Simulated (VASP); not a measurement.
Set up this calculation in VASP 6.6.1, as the native input.

```
Task                   : single point
Functional             : PBE
Dispersion             : D3(BJ)
Potentials or basis    : VASP PAW PBE potentials, release 64 (C)
Cutoff                 : 520 eV
k mesh                 : 21 × 21 × 12
Occupations            : gaussian, width 0.15 eV
Spin                   : no spin polarisation
Dipole correction      : no
Further INCAR settings : ALGO = Normal; EDIFF = 1e-06; NBANDS = 11
```

The structure of C lies in POSCAR:

```
C
1.0
    2.5262765552      0.0000000000      0.0000000000
   -1.2631382776      2.1878196737      0.0000000000
    0.0000000000      0.0000000000      3.6612690175
C
2
Direct
    0.3286483037      0.6572966074      0.0000000000
    0.6713516963      0.3427033926      0.0000000000
```

This cell differs from its parent crystal: atoms displaced along a vibrational mode, the cell strained.

The input as run:

INCAR

```
SYSTEM = C
PREC = Accurate ; ENCUT = 520
EDIFF = 1E-6 ; ISMEAR = 0
SIGMA = 0.15 ; LREAL = .FALSE.
LASPH = .TRUE. ; NELM = 100
ALGO = Normal ; ISIF = 2
LWAVE = .FALSE. ; LCHARG = .FALSE.
GGA = PE ; IVDW = 12
NBANDS = 11
```

KPOINTS

```
Automatic mesh
0
G
  21 21 12
  0 0 0
```

Potentials or basis: VASP PAW PBE potentials, release 64 (C).

Command:

```bash
$ cat potpaw_PBE.64/C/POTCAR > POTCAR
$ mpirun -np 1 vasp_std > vasp.out
```

It gave:

The pressure is -16.6 GPa and the largest force is 1.753 eV/Å. The band gap on the k mesh is zero (bands 4 and 5 overlap by 0.31 eV) and the dispersion energy per atom is -0.138 eV.

Caveat: the cell differs from its parent crystal (atoms displaced along a vibrational mode, the cell strained); the cell stands under tension; forces of over 1 eV/Å act on the atoms, so gaps and moduli don't describe the material at rest.

It took 2.3 min on 1 thread of AMD EPYC 7R43 64-Core Processor (Zen 3) (shared host), peak memory 0.22 GiB.
